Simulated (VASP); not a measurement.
# Si (R-3) in VASP: single point with PBEsol

Aim: the single point of Si with PBEsol.

All numbers are computed with VASP 6.6.1; they aren't measurements. Logs are shortened: lines on timing, memory, paths and dates and some standing lists are left out, and cuts for length are marked.

### Step 1. The cell of the first run

Symmetry: R-3, No. 148, trigonal system. Conventional cell: a = 9.362 Å, b = 9.362 Å, c = 5.603 Å, α = 90.00°, β = 90.00°, γ = 120.00°. Si (site symmetry 1) has 4 Si at 2.36 to 2.37 Å within 3.1 Å. Si (site symmetry 3) has 5 Si at 2.36 to 3.19 Å within 3.2 Å.

### Step 2. Single point, PBEsol

INCAR

```
SYSTEM = Si
ALGO = Normal ; EDIFF = 1E-6
ENCUT = 500 ; GGA = PS
GGA_COMPAT = .FALSE. ; ISIF = 2
ISMEAR = -1 ; LASPH = .TRUE.
LCHARG = .TRUE. ; LELF = .TRUE.
LREAL = .FALSE. ; LVHAR = .TRUE.
LWAVE = .FALSE. ; NBANDS = 26
NELM = 120 ; PREC = Accurate
SIGMA = 0.15
```

KPOINTS

```
k-points
0
G
  9 9 9
  0 0 0
```

POSCAR

```
Si
1.0
    4.6808424020      2.7024856208      1.8677535969
   -4.6808424020      2.7024856208      1.8677535969
    0.0000000000     -5.4049712417      1.8677535969
Si
8
Direct
    0.0240051726      0.7226583844      0.5263959106
    0.9759948274      0.2773416156      0.4736040894
    0.7157347757      0.7157347757      0.7157347757
    0.2773416156      0.4736040894      0.9759948274
    0.4736040894      0.9759948274      0.2773416156
    0.7226583844      0.5263959106      0.0240051726
    0.2842652243      0.2842652243      0.2842652243
    0.5263959106      0.0240051726      0.7226583844
```

Potentials or basis: VASP PAW PBE potentials, release 64 (Si).

Launch:

```console
> cat potpaw_PBE.64/Si/POTCAR > POTCAR
> mpirun -np 1 vasp_std > vasp.out
```

OUTCAR:

```text
SYSTEM = Si
   EDIFF = 1E-6
   ENCUT = 500
   GGA = PS
   ISIF = 2
   ISMEAR = -1
   LASPH = .TRUE.
   LREAL = .FALSE.
   NELM = 120
   PREC = Accurate

 ion  position               nearest neighbor table
   1  0.024  0.723  0.526-   3 2.36   2 2.37   8 2.37   6 2.37
   2  0.976  0.277  0.474-   7 2.36   1 2.37   5 2.37   4 2.37
   3  0.716  0.716  0.716-   1 2.36   8 2.36   6 2.36   7 2.42
   4  0.277  0.474  0.976-   7 2.36   6 2.37   5 2.37   2 2.37
   5  0.474  0.976  0.277-   7 2.36   8 2.37   2 2.37   4 2.37
   6  0.723  0.526  0.024-   3 2.36   4 2.37   8 2.37   1 2.37
   7  0.284  0.284  0.284-   2 2.36   5 2.36   4 2.36   3 2.42
   8  0.526  0.024  0.723-   3 2.36   5 2.37   1 2.37   6 2.37

  LATTYP: Found a trigonal (rhomboedric) cell.
 ALAT       =     5.7185852815
 COS(alpha) =    -0.3399877553

  Lattice vectors:

 A1 = (   4.6808424020,   2.7024856208,   1.8677535969)
 A2 = (  -4.6808424020,   2.7024856208,   1.8677535969)
 A3 = (   0.0000000000,  -5.4049712417,   1.8677535969)

Analysis of symmetry for initial positions (statically):
=====================================================================
 Subroutine PRICEL returns:
 Original cell was already a primitive cell.

 Routine SETGRP: Setting up the symmetry group for a
 trigonal (rhombohedral) supercell.

 Subroutine GETGRP returns: Found  6 space group operations
 (whereof  6 operations were pure point group operations)
 out of a pool of 12 trial point group operations.

The static configuration has the point symmetry S_6 .

Analysis of symmetry for dynamics (positions and initial velocities):
=====================================================================
 Subroutine PRICEL returns:
 Original cell was already a primitive cell.

 Routine SETGRP: Setting up the symmetry group for a
 trigonal (rhombohedral) supercell.

 Subroutine GETGRP returns: Found  6 space group operations
 (whereof  6 operations were pure point group operations)
 out of a pool of 12 trial point group operations.

The dynamic configuration has the point symmetry S_6 .

 Subroutine INISYM returns: Found  6 space group operations
 (whereof  6 operations are pure point group operations),
 and found     1 'primitive' translations

[... 109 lines left out ...]
   NSW    =      0    number of steps for IOM
   IBRION =     -1    ionic relax: 0-MD 1-quasi-New 2-CG
   NFREE  =      0    steps in history (QN), initial steepest desc. (CG)
   ISIF   =      2    stress and relaxation
   ISYM   =      2    0-nonsym 1-usesym 2-fastsym
   POTIM  = 0.5000    time-step for ionic-motion
   TEBEG  =    0.0;   TEEND  =   0.0 temperature during run
   PSTRESS=    0.0 pullay stress
   NELECT =      32.0000    total number of electrons
   NUPDOWN=      -1.0000    fix difference up-down
   EMIN   =  10.00;   EMAX   =-10.00  energy-range for DOS
   EFERMI =   0.00;   METHOD = LEGACY
   ISMEAR =    -1;   SIGMA  =   0.15  broadening in eV -4-tet -1-fermi 0-gaus
   EFERMI_NEDOS =   21; number of points for ismear=-14 and -15
   IALGO  =     38    algorithm
   IMIX   =      4    mixing-type and parameters
     AMIX     =   0.40;   BMIX     =  1.00
     AMIX_MAG =   1.60;   BMIX_MAG =  1.00
  volume/ion in A,a.u.               =      17.72       119.58
  Fermi-wavevector in a.u.,A,eV,Ry     =   0.996794  1.883668 13.518725  0.993598
  Thomas-Fermi vector in A             =   2.128907
   LORBIT       =      0    0 simple, 1 ext, 2 COOP (PROOUT), +10 PAW based schemes
   GGA     = PS    functional components
   LHFCALC =     F    Hartree Fock is set to
   AEXX    =    0.0000 exact exchange contribution
   IVDW    =     0    specifies the selected vdW correction
   LEPSILON=     F    determine dielectric tensor
   LRPA    =     F    only Hartree local field effects (RPA)
 non-spin polarized calculation
  energy-cutoff  :      500.00
  volume of cell :      141.76
 maximum number of plane-waves:      3623
 NGX is ok and might be reduce to    42
   NGX = 21   NGY = 21   NGZ = 21

 number of electron      32.0000000 magnetization

 Free energy of the ion-electron system (eV)
  ---------------------------------------------------
  ext. energy  EPLUGINS =         0.00000000
  ---------------------------------------------------
  free energy    TOTEN  =       -45.06990724 eV

  energy without entropy =      -45.01344729  energy(sigma->0) =      -45.04167726

 E-fermi :   7.3021     XC(G=0): -10.2132

 val. band max:        7.2918570182   @ k =  -0.4444  -0.4444   0.3333
 cond. band min:       7.3252089385   @ k =   0.4444   0.1111   0.0000
 fundamental gap:      0.0333519204
 Fermi energy:         7.3020891735

 k-point     1 :       0.0000    0.0000    0.0000
  band No.  band energies     occupation
      1      -5.5464      2.00000
      2      -1.0013      2.00000
      3      -0.5433      2.00000
      4      -0.5433      2.00000
      5      -0.3379      2.00000
      6       0.7806      2.00000
[... 685 lines left out ...]
     25      11.6551      0.00000
     26      12.2259      0.00000

 [... further k-points ...]

------------------------ aborting loop because EDIFF is reached ----------------------------------------

  FORCE on cell =-STRESS in cart. coord.  units (eV):
  Direction    XX          YY          ZZ          XY          YZ          ZX
  --------------------------------------------------------------------------------------
  -------------------------------------------------------------------------------------
  Total        0.1011461      0.1011461      0.0997265      0.0000000     -0.0000000     -0.0000000
  in kB        1.1431451      1.1431451      1.1271010      0.0000000     -0.0000000     -0.0000000
  external PRESSURE =       1.1377970 kB  Pullay stress =       0.0000000 kB

 VOLUME and BASIS-vectors are now :
 -----------------------------------------------------------------------------
  energy-cutoff  :      500.00
  volume of cell :      141.76
      direct lattice vectors                 reciprocal lattice vectors
     4.680842402  2.702485621  1.867753597     0.106818379  0.061671620  0.178467510
    -4.680842402  2.702485621  1.867753597    -0.106818379  0.061671620  0.178467510
     0.000000000 -5.404971242  1.867753597     0.000000000 -0.123343240  0.178467510

 POSITION                                       TOTAL-FORCE (eV/Angst)
 -----------------------------------------------------------------------------------
     -3.27029     -0.82731      2.37776        -0.005198      0.005209      0.005416
      3.27029      0.82731      3.22550         0.005198     -0.005209     -0.005416
      0.00000     -0.00000      4.01045        -0.000000     -0.000000      0.007909
     -0.91867     -3.24580      3.22550        -0.007111     -0.001897     -0.005416
     -2.35161      2.41850      3.22550         0.001912      0.007107     -0.005416
      0.91867      3.24580      2.37776         0.007111      0.001897      0.005416
      0.00000     -0.00000      1.59281        -0.000000      0.000000     -0.007909
      2.35161     -2.41850      2.37776        -0.001912     -0.007107      0.005416
 -----------------------------------------------------------------------------------
    total drift:                                0.000000     -0.000000      0.000000

  FREE ENERGIE OF THE ION-ELECTRON SYSTEM (eV)
  ---------------------------------------------------
  free  energy   TOTEN  =       -45.0699072410 eV

  energy  without entropy=      -45.0134472888  energy(sigma->0) =      -45.04167726
```

OSZICAR:

```text
N       E                     dE             d eps       ncg     rms          rms(c)
DAV:   1     0.559103546417E+02    0.55910E+02   -0.11978E+04  6500   0.997E+02
DAV:   2    -0.410481862552E+02   -0.96959E+02   -0.89224E+02  8060   0.146E+02
DAV:   3    -0.457573311446E+02   -0.47091E+01   -0.46040E+01  8616   0.287E+01
DAV:   4    -0.458255652903E+02   -0.68234E-01   -0.68028E-01  8056   0.429E+00
DAV:   5    -0.458266723826E+02   -0.11071E-02   -0.11058E-02  8510   0.507E-01    0.969E+00
DAV:   6    -0.452473039715E+02    0.57937E+00   -0.45602E-01  7778   0.286E+00    0.568E+00
DAV:   7    -0.450763275261E+02    0.17098E+00   -0.42172E-01  8198   0.265E+00    0.865E-01
DAV:   8    -0.450699982738E+02    0.63293E-02   -0.74286E-02  7324   0.125E+00    0.366E-01
DAV:   9    -0.450699867692E+02    0.11505E-04   -0.36898E-03  7884   0.307E-01    0.177E-01
DAV:  10    -0.450699172959E+02    0.69473E-04   -0.37614E-04  8438   0.857E-02    0.744E-02
DAV:  11    -0.450699138182E+02    0.34777E-05   -0.12638E-04  7746   0.496E-02    0.293E-02
DAV:  12    -0.450699070625E+02    0.67557E-05   -0.34188E-05  7350   0.270E-02    0.162E-02
DAV:  13    -0.450699072410E+02   -0.17850E-06   -0.27220E-06  6666   0.708E-03
   1 F= -.45069907E+02 E0= -.45041677E+02  d E =-.564600E-01
```

stdout:

```text
POSCAR found type information on POSCAR Si
 POSCAR found :  1 types and       8 ions
 scaLAPACK will be used
 -----------------------------------------------------------------------------
|                                                                             |
|                                                                             |
|     You enforced a specific xc type in the INCAR file but a different       |
|     I HOPE YOU KNOW WHAT YOU ARE DOING!                                     |
|                                                                             |
 -----------------------------------------------------------------------------

 LDA part: xc-table for (Slater+PW92), standard interpolation
 POSCAR, INCAR and KPOINTS ok, starting setup
 FFT: planning ... GRIDC
 FFT: planning ... GRID_SOFT
 FFT: planning ... GRID
 WAVECAR not read
 entering main loop
```

Wall time 9.4 min (1 thread of Oxide Virtual Turin-like, shared host); peak memory 0.41 GiB.

What came out:

```yaml
Free_energy: -45.0699 eV
Pressure: 0.1 GPa
Largest_force: 0.009 eV/Å
Band_gap_on_the_k_mesh: zero (bands 16 and 17 overlap by 0.19 eV)
```

Forces in eV/Å, atoms in the order of the input:
```
Si  -0.005  0.005  0.005
Si   0.005 -0.005 -0.005
Si   0.000  0.000  0.008
Si  -0.007 -0.002 -0.005
Si   0.002  0.007 -0.005
Si   0.007  0.002  0.005
Si   0.000  0.000 -0.008
Si  -0.002 -0.007  0.005
```

Levels at points of the mesh, in eV from the Fermi level:
```csv
k point,band 13,band 14,band 15,band 16,band 17,band 18,band 19,band 20
"(0.00, 0.00, 0.00)",-4.17,-1.34,-1.34,-0.75,1.78,1.96,1.96,4.14
```

Caveat: semilocal functionals underestimate gaps, and a narrow one can read as zero; the PAW data sets were made with another functional, which shifts forces and pressure a little.

The gap in the log of VASP goes by the Fermi energy; the results here count the filled bands.